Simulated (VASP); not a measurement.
NaAl15N15 (a cell with a defect): single point with PBE

The system is NaAl15N15 (a cell with a defect).

```xyz
31
Lattice="6.2595 0.0000 0.0000 -3.1298 5.4209 0.0000 0.0000 0.0000 10.0348" Properties=species:S:1:pos:R:3 pbc="T T T"
Al    1.6034    0.8818    2.5366
Al    1.5499    0.9145    7.5455
Al    0.0007    1.8065    9.9846
Al    0.0160    3.6104    2.5143
Al   -1.5370    4.4812    4.9732
Al   -0.0095    3.6036    7.5243
Al   -1.5724    4.5196   10.0438
Al    4.7075    0.8931    2.5135
Al    3.1702    1.7978    4.9679
Al    4.6969    0.9174    7.5233
Al    3.1240    1.8127   10.0432
Al    3.1257    3.6155    2.5243
Al    1.5190    4.5443    4.9920
Al    3.1117    3.6266    7.4881
Al    1.5598    4.5207   10.0260
Na    0.1899    1.6961    4.9720
N     0.0411    1.7881    1.8902
N     1.5764    0.8967    9.4555
N     0.0072    1.8006    7.1545
N    -0.0119    3.7642    4.3346
N    -1.5628    4.4946    1.9012
N    -0.0238    3.6471    9.4523
N    -1.5648    4.5338    6.8944
N     4.5592    0.8383    4.3333
N     3.1501    1.8133    1.9011
N     4.6542    0.9074    9.4516
N     3.1182    1.8051    6.8919
N     3.1117    3.6255    4.4304
N     1.5957    4.5004    1.8707
N     3.1176    3.6211    9.4050
N     1.5564    4.5217    6.9314
```

- Program: VASP 6.6.1
- Task: single point
- Functional: PBE
- Potentials or basis: VASP PAW PBE potentials, release 64 (Al, Na_pv, N)
- Cutoff: 520 eV
- k mesh: 1 × 1 × 1, shifted
- Occupations: gaussian, width 0.01 eV
- Spin: no spin polarisation

The largest force is 0.031 eV/Å.

Forces on the atoms (eV/Å):
```
Al   0.013 -0.005  0.007
Al   0.004 -0.011  0.007
Al  -0.002  0.007  0.011
Al  -0.010  0.001 -0.001
Al   0.006  0.005 -0.002
Al  -0.002 -0.008 -0.009
Al  -0.001 -0.003 -0.004
Al   0.000  0.010 -0.001
Al   0.025  0.006  0.018
Al   0.005  0.000 -0.009
Al  -0.002  0.000 -0.004
Al  -0.010  0.009  0.008
Al   0.002  0.006  0.022
Al  -0.005  0.006 -0.009
Al  -0.013  0.003  0.001
Na   0.024 -0.010  0.002
N   -0.016  0.004 -0.004
N    0.006  0.003 -0.009
N   -0.013  0.012  0.024
N    0.012  0.009 -0.010
N    0.012 -0.008 -0.005
N    0.005 -0.004  0.001
N   -0.001  0.014 -0.003
N   -0.022 -0.011  0.002
N    0.011 -0.010 -0.003
N    0.003 -0.004 -0.001
N   -0.013 -0.006 -0.012
N   -0.018 -0.013 -0.010
N    0.001 -0.003 -0.007
N    0.002  0.001  0.005
N    0.001  0.002 -0.004
```

Levels at points of the mesh, in eV from the Fermi level:
```csv
k point,band 60,band 61,band 62,band 63,band 64,band 65,band 66,band 67,band 68,band 69
"(0.25, 0.25, 0.25)",-1.97,-1.66,-1.39,-0.78,-0.12,2.37,3.05,4.18,4.47,4.78
```

It took 47 s on 1 thread of AMD EPYC 9R45 96-Core Processor (Zen 5), with other jobs on the host, peak memory 0.38 GiB.

Caveat: the cell carries a net charge on a neutralising background, which shifts energy and pressure; the cell is charged against a uniform background, so pressure and absolute levels hang on convention.
